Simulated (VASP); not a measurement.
# Si3Te: single point with PBE

Si3Te:

```xyz
4
Lattice="5.7761 0.0000 0.0000 -2.8881 5.0023 0.0000 0.0000 0.0000 2.7726" Properties=species:S:1:pos:R:3 pbc="T T T"
Si    2.8881    0.0000    1.3863
Si   -1.4440    2.5011    1.3863
Si    1.4440    2.5011    1.3863
Te    0.0000    0.0000    1.3863
```

The cell was generated, and may not be a known phase.

```
Program             : VASP 6.6.1
Task                : single point
Functional          : PBE
Potentials or basis : VASP PAW PBE potentials, release 64 (Si, Te)
Cutoff              : 520 eV
k mesh              : 6 × 6 × 4
Occupations         : gaussian, width 0.1 eV
Spin                : no spin polarisation
```

```json
{
  "Pressure": "0.1 GPa",
  "Band gap on the k mesh": "zero (bands 9 and 10 overlap by 4.80 eV)"
}
```

Stress tensor (GPa, compression positive):
```
0.02 0.00 0.00
0.00 0.02 0.00
0.00 0.00 0.16
```

Levels at points of the mesh, in eV from the Fermi level:
```csv
k point,band 6,band 7,band 8,band 9,band 10,band 11,band 12,band 13
"(0.00, 0.00, 0.00)",-6.99,-5.36,2.74,2.74,3.08,4.06,5.78,5.81
"(0.50, 0.00, 0.00)",-3.15,-2.91,-1.60,-0.10,0.10,3.69,4.64,4.82
"(0.00, 0.00, 0.50)",-3.79,-3.60,-3.60,-2.71,-1.97,-1.97,1.57,1.57
"(0.50, 0.00, 0.50)",-4.52,-3.02,-2.30,-0.34,-0.12,-0.08,0.99,2.89
```

Run time: 74 s on 1 thread of Intel Xeon 8259CL (shared host), peak memory 0.19 GiB.

Caveat: the k points lie up to 0.57 Å⁻¹ apart, too coarse for converged energies and pressures of a metal; spin-orbit coupling is left out, which moves the levels of the heavy elements.
